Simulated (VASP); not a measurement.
# Ge (P6/mmm) in VASP: relaxation of cell and atoms with PBE

Aim: the relaxation of cell and atoms of Ge with PBE.

Program: VASP 6.6.1. These are calculated values, not measurements. Logs are shortened: lines on timing, memory, paths and dates and some standing lists are left out, and cuts for length are marked.

## Step 1: The cell of the first run

Symmetry: P6/mmm, No. 191, hexagonal system. The conventional cell has a = 2.294 Å, b = 2.294 Å, c = 2.147 Å, α = 90.00°, β = 90.00°, γ = 120.00°. Ge (site symmetry 6/mmm) has 8 Ge at 2.15 to 2.29 Å within 2.8 Å.

This isn't the form of Ge at room conditions, which is diamond.

## Step 2: Relaxation of cell and atoms, PBE, target pressure 220 GPa, at which the enthalpy is minimised

INCAR

```
SYSTEM = Ge
PREC = Accurate ; ENCUT = 600
EDIFF = 1E-6 ; ISMEAR = -1
SIGMA = 0.05 ; LREAL = .FALSE.
LASPH = .TRUE. ; NELM = 100
ALGO = Normal ; ISIF = 3
LWAVE = .FALSE. ; LCHARG = .FALSE.
GGA = PE ; IBRION = 2
NSW = 32 ; EDIFFG = -0.005
PSTRESS = 2200.0
```

KPOINTS

```
regular mesh
0
G
  19 19 18
  0 0 0
```

POSCAR

```
Ge
1.0
    2.2936584468      0.0000000000      0.0000000000
   -1.1468292234      1.9863664825      0.0000000000
    0.0000000000      0.0000000000      2.1468977394
Ge
1
Direct
    0.0000000000      0.0000000000      0.0000000000
```

Potentials or basis: VASP PAW PBE potentials, release 64 (Ge_d).

On the command line:

```bash
$ cat potpaw_PBE.64/Ge_d/POTCAR > POTCAR
$ mpirun -np 1 vasp_std > vasp.out
```

OUTCAR:

```text
SYSTEM = Ge
   PREC = Accurate
   ENCUT = 600
   EDIFF = 1E-6
   ISMEAR = -1
   LREAL = .FALSE.
   LASPH = .TRUE.
   NELM = 100
   ISIF = 3
   GGA = PE
   IBRION = 2
   NSW = 32
   EDIFFG = -0.005
   PSTRESS = 2200.0

 ion  position               nearest neighbor table
   1  0.000  0.000  0.000-

  LATTYP: Found a hexagonal cell.
 ALAT       =     2.2936584468
 C/A-ratio  =     0.9360145764

  Lattice vectors:

 A1 = (   2.2936584468,   0.0000000000,   0.0000000000)
 A2 = (  -1.1468292234,   1.9863664825,   0.0000000000)
 A3 = (   0.0000000000,   0.0000000000,   2.1468977394)

Analysis of symmetry for initial positions (statically):
=====================================================================
 Subroutine PRICEL returns:
 Original cell was already a primitive cell.

 Routine SETGRP: Setting up the symmetry group for a
 hexagonal supercell.

 Subroutine GETGRP returns: Found 24 space group operations
 (whereof 24 operations were pure point group operations)
 out of a pool of 24 trial point group operations.

The static configuration has the point symmetry D_6h.

Analysis of symmetry for dynamics (positions and initial velocities):
=====================================================================
 Subroutine PRICEL returns:
 Original cell was already a primitive cell.

 Routine SETGRP: Setting up the symmetry group for a
 hexagonal supercell.

 Subroutine GETGRP returns: Found 24 space group operations
 (whereof 24 operations were pure point group operations)
 out of a pool of 24 trial point group operations.

The dynamic configuration has the point symmetry D_6h.

 Subroutine INISYM returns: Found 24 space group operations
 (whereof 24 operations are pure point group operations),
 and found     1 'primitive' translations

----------------------------------------------------------------------------------------

                                     Primitive cell

  volume of cell :       9.7814

  direct lattice vectors                    reciprocal lattice vectors
     2.293658447  0.000000000  0.000000000     0.435984704  0.251715886  0.000000000
    -1.146829223  1.986366483  0.000000000     0.000000000  0.503431773  0.000000000
     0.000000000  0.000000000  2.146897739     0.000000000  0.000000000  0.465788371

  length of vectors
     2.293658447  2.293658447  2.146897739     0.503431773  0.503431773  0.465788371

  position of ions in fractional coordinates (direct lattice)
     0.000000000  0.000000000  0.000000000

  ion indices of the primitive-cell ions
   primitive index   ion index
                 1           1

----------------------------------------------------------------------------------------

 KPOINTS: regular mesh

Automatic generation of k-mesh.
 Grid dimensions read from file:
 generate k-points for:   19   19   18

 Generating k-lattice:

  Cartesian coordinates                     Fractional coordinates (reciprocal lattice)
     0.022946563  0.013248205  0.000000000     0.052631579  0.000000000  0.000000000
     0.000000000  0.026496409  0.000000000     0.000000000  0.052631579  0.000000000
     0.000000000  0.000000000  0.025877132     0.000000000  0.000000000  0.055555556

  Length of vectors
     0.026496409  0.026496409  0.025877132

  Shift w.r.t. Gamma in fractional coordinates (k-lattice)
     0.000000000  0.000000000  0.000000000

 Subroutine IBZKPT returns following result:
 ===========================================

 Found    400 irreducible k-points:

 Following reciprocal coordinates:
            Coordinates               Weight
  0.000000  0.000000  0.000000      1.000000
  0.052632 -0.000000  0.000000      6.000000
  0.105263 -0.000000  0.000000      6.000000
  0.157895 -0.000000  0.000000      6.000000
  0.210526 -0.000000  0.000000      6.000000
  0.263158 -0.000000  0.000000      6.000000
[... 16 lines left out ...]
  0.263158  0.105263  0.000000     12.000000
  0.315789  0.105263  0.000000     12.000000
 [... further k-points ...]
   k-points           NKPTS =    400   k-points in BZ     NKDIM =    400   number of bands    NBANDS=     11
   number of dos      NEDOS =    301   number of ions     NIONS =      1
   total plane-waves  NPLWV =   5832
   dimension x,y,z NGX =    18 NGY =   18 NGZ =   18
   dimension x,y,z NGXF=    36 NGYF=   36 NGZF=   36
   ions per type =               1
   NGX,Y,Z   is equivalent  to a cutoff of  13.05, 13.05, 13.94 a.u.
   NGXF,Y,Z  is equivalent  to a cutoff of  26.09, 26.09, 27.88 a.u.
 SYSTEM =  Ge
   PREC   = accura    normal or accurate (medium, high low for compatibility)
   ISTART =      0    job   : 0-new  1-cont  2-samecut
   ICHARG =      2    charge: 1-file 2-atom 10-const
   ISPIN  =      1    spin polarized calculation?
   LNONCOLLINEAR =      F non collinear calculations
   LSORBIT =      F    spin-orbit coupling
   LASPH  =      T    aspherical Exc in radial PAW
   ENCUT  =  600.0 eV  44.10 Ry    6.64 a.u.   4.58  4.58  4.29*2*pi/ulx,y,z
   NELM   =    100;   NELMIN=  2; NELMDL= -5     # of ELM steps
   EDIFF  = 0.1E-05   stopping-criterion for ELM
   LREAL  =      F    real-space projection
   EDIFFG = -.5E-02   stopping-criterion for IOM
   NSW    =     32    number of steps for IOM
   IBRION =      2    ionic relax: 0-MD 1-quasi-New 2-CG
   NFREE  =      1    steps in history (QN), initial steepest desc. (CG)
   ISIF   =      3    stress and relaxation
   ISYM   =      2    0-nonsym 1-usesym 2-fastsym
   POTIM  = 0.5000    time-step for ionic-motion
   TEBEG  =    0.0;   TEEND  =   0.0 temperature during run
   PSTRESS= 2200.0 pullay stress
   NELECT =      14.0000    total number of electrons
   NUPDOWN=      -1.0000    fix difference up-down
   EMIN   =  10.00;   EMAX   =-10.00  energy-range for DOS
   EFERMI =   0.00;   METHOD = LEGACY
   ISMEAR =    -1;   SIGMA  =   0.05  broadening in eV -4-tet -1-fermi 0-gaus
   EFERMI_NEDOS =   21; number of points for ismear=-14 and -15
   IALGO  =     38    algorithm
   IMIX   =      4    mixing-type and parameters
     AMIX     =   0.40;   BMIX     =  1.00
     AMIX_MAG =   1.60;   BMIX_MAG =  1.00
  volume/ion in A,a.u.               =       9.78        66.01
  Fermi-wavevector in a.u.,A,eV,Ry     =   1.844949  3.486448 46.312008  3.403837
  Thomas-Fermi vector in A             =   2.896317
   LORBIT       =      0    0 simple, 1 ext, 2 COOP (PROOUT), +10 PAW based schemes
   GGA     = PE    functional components
   LHFCALC =     F    Hartree Fock is set to
   AEXX    =    0.0000 exact exchange contribution
   IVDW    =     0    specifies the selected vdW correction
   LEPSILON=     F    determine dielectric tensor
   LRPA    =     F    only Hartree local field effects (RPA)
 conjugate gradient relaxation of ions
 non-spin polarized calculation
  energy-cutoff  :      600.00
  volume of cell :        9.78
 maximum number of plane-waves:       336
   NGX =  9   NGY =  9   NGZ =  9

--------------------------------------- Ionic step        1  -------------------------------------------

 number of electron      13.9999996 magnetization

 Free energy of the ion-electron system (eV)
  ---------------------------------------------------
  ext. energy  EPLUGINS =         0.00000000
  ---------------------------------------------------
  free energy    TOTEN  =        -0.79497616 eV

  energy without entropy =       -0.79285939  energy(sigma->0) =       -0.79391778

------------------------ aborting loop because EDIFF is reached ----------------------------------------

  FORCE on cell =-STRESS in cart. coord.  units (eV):
  Direction    XX          YY          ZZ          XY          YZ          ZX
  --------------------------------------------------------------------------------------
  -------------------------------------------------------------------------------------
  Total       13.4949576     13.4949576     13.4702295      0.0000000     -0.0000000      0.0000000
  in kB     2210.4598123   2210.4598122   2206.4093784      0.0000000     -0.0000000      0.0000000
  external PRESSURE =       9.1096676 kB  Pullay stress =    2200.0000000 kB

 VOLUME and BASIS-vectors are now :
 -----------------------------------------------------------------------------
  energy-cutoff  :      600.00
  volume of cell :        9.78
      direct lattice vectors                 reciprocal lattice vectors
     2.293658447  0.000000000  0.000000000     0.435984704  0.251715886  0.000000000
    -1.146829223  1.986366483  0.000000000     0.000000000  0.503431773  0.000000000
     0.000000000  0.000000000  2.146897739     0.000000000  0.000000000  0.465788371
[... 229 lines left out ...]
  FREE ENERGIE OF THE ION-ELECTRON SYSTEM (eV)
  ---------------------------------------------------
  free  energy   TOTEN  =        -0.8165090083 eV

  energy  without entropy=       -0.8143810729  energy(sigma->0) =       -0.81544504

  enthalpy is  TOTEN    =        12.6360909246 eV   P V=       13.4525999330

--------------------------------------- Ionic step        8  -------------------------------------------

 number of electron      13.9999995 magnetization

 Free energy of the ion-electron system (eV)
  ---------------------------------------------------
  ext. energy  EPLUGINS =         0.00000000
  ---------------------------------------------------
  free energy    TOTEN  =        -0.81217489 eV

  energy without entropy =       -0.81005246  energy(sigma->0) =       -0.81111368

 E-fermi :  16.8104     XC(G=0): -14.9867

 val. band max:       16.8068879203   @ k =   0.4211   0.1579   0.4444
 cond. band min:      16.8236277605   @ k =   0.2105   0.1579   0.1111
 fundamental gap:      0.0167398402
 Fermi energy:        16.8104287568

 k-point     1 :       0.0000    0.0000    0.0000
  band No.  band energies     occupation
      1     -10.3020      2.00000
      2      -9.6335      2.00000
      3      -9.6335      2.00000
      4      -8.8960      2.00000
      5      -8.8960      2.00000
      6      -4.3406      2.00000
      7      27.2122      0.00000
      8      30.5251      0.00000
      9      31.7951      0.00000
     10      31.7951      0.00000
     11      34.1294      0.00000

 k-point     2 :       0.0526   -0.0000    0.0000
  band No.  band energies     occupation
      1     -10.2917      2.00000
      2      -9.6413      2.00000
      3      -9.6145      2.00000
      4      -8.9054      2.00000
      5      -8.8981      2.00000
      6      -4.2317      2.00000
      7      27.3378      0.00000
      8      29.4556      0.00000
      9      30.9927      0.00000
     10      31.3119      0.00000
     11      33.1947      0.00000
[... 295 lines left out ...]
 k-point    24 :       0.3158    0.1053    0.0000
  band No.  band energies     occupation
      1     -10.0927      2.00000
      2      -9.7823      2.00000
      3      -9.1730      2.00000
      4      -9.0779      2.00000
      5      -8.9782      2.00000
      6       1.5099      2.00000
      7      12.0725      2.00000
      8      19.9277      0.00000
      9      32.0805      0.00000
     10      33.3547      0.00000
     11      36.3598      0.00000

 [... further k-points ...]

------------------------ aborting loop because EDIFF is reached ----------------------------------------

  FORCE on cell =-STRESS in cart. coord.  units (eV):
  Direction    XX          YY          ZZ          XY          YZ          ZX
  --------------------------------------------------------------------------------------
  -------------------------------------------------------------------------------------
  Total       13.4508483     13.4508483     13.4477684      0.0000000     -0.0000000      0.0000000
  in kB     2200.4232220   2200.4232219   2199.9193936      0.0000000     -0.0000000      0.0000000
  external PRESSURE =       0.2552792 kB  Pullay stress =    2200.0000000 kB

 VOLUME and BASIS-vectors are now :
 -----------------------------------------------------------------------------
  energy-cutoff  :      600.00
  volume of cell :        9.79
      direct lattice vectors                 reciprocal lattice vectors
     2.294864171  0.000000000  0.000000000     0.435755638  0.251583635 -0.000000000
    -1.147432085  1.987410670 -0.000000000     0.000000000  0.503167269 -0.000000000
     0.000000000  0.000000000  2.147382618     0.000000000  0.000000000  0.465683196

 POSITION                                       TOTAL-FORCE (eV/Angst)
 -----------------------------------------------------------------------------------
      0.00000      0.00000      2.14738         0.000000      0.000000      0.000000
 -----------------------------------------------------------------------------------
    total drift:                               -0.000000      0.000000      0.000000

  FREE ENERGIE OF THE ION-ELECTRON SYSTEM (eV)
  ---------------------------------------------------
  free  energy   TOTEN  =        -0.8121748899 eV

  energy  without entropy=       -0.8100524604  energy(sigma->0) =       -0.81111368

  enthalpy is  TOTEN    =        12.6360862772 eV   P V=       13.4482611670

 reached required accuracy - stopping structural energy minimisation
```

Wall time 70 s (1 thread of AMD EPYC 9R45 (Zen 5), shared host); peak memory 0.13 GiB.

Results:

```
Free energy                                                : -0.8122 eV
Relaxed volume                                             : 9.79 Å³/atom
Relaxed cell                                               : a = 2.295 Å, b = 2.295 Å, c = 2.147 Å, α = 90.00°, β = 90.00°, γ = 120.00°
Space group after relaxing (to 0.1 Å)                      : P6/mmm (No. 191)
Energy change on relaxing (the run minimises the enthalpy) : -17.2 meV/atom
Ionic steps                                                : 8
Pressure after relaxing                                    : 220.0 GPa
Band gap on the k mesh                                     : zero (bands 7 and 8 overlap by 17.65 eV)
```

The path:
```csv
step,energy change (eV),largest force (eV/Å),pressure (GPa),volume (Å³)
1,0.0000,0.0000,220.91,9.78
2,-0.1072,0.0000,215.15,9.86
3,-0.0133,0.0000,220.07,9.79
4,-0.0149,0.0000,219.75,9.79
5,-0.0137,0.0000,220.06,9.79
6,-0.0143,0.0000,220.26,9.79
7,-0.0215,0.0000,219.56,9.80
8,-0.0172,0.0000,220.03,9.79
```

Final structure:
```
Ge
1.0
     2.29486    0.00000    0.00000
    -1.14743    1.98741    0.00000
     0.00000    0.00000    2.14738
Ge
1
Direct
  0.00000 0.00000 0.00000
```

Caveat: the cell is relaxed towards a set pressure, so the run minimises the enthalpy, not the energy.
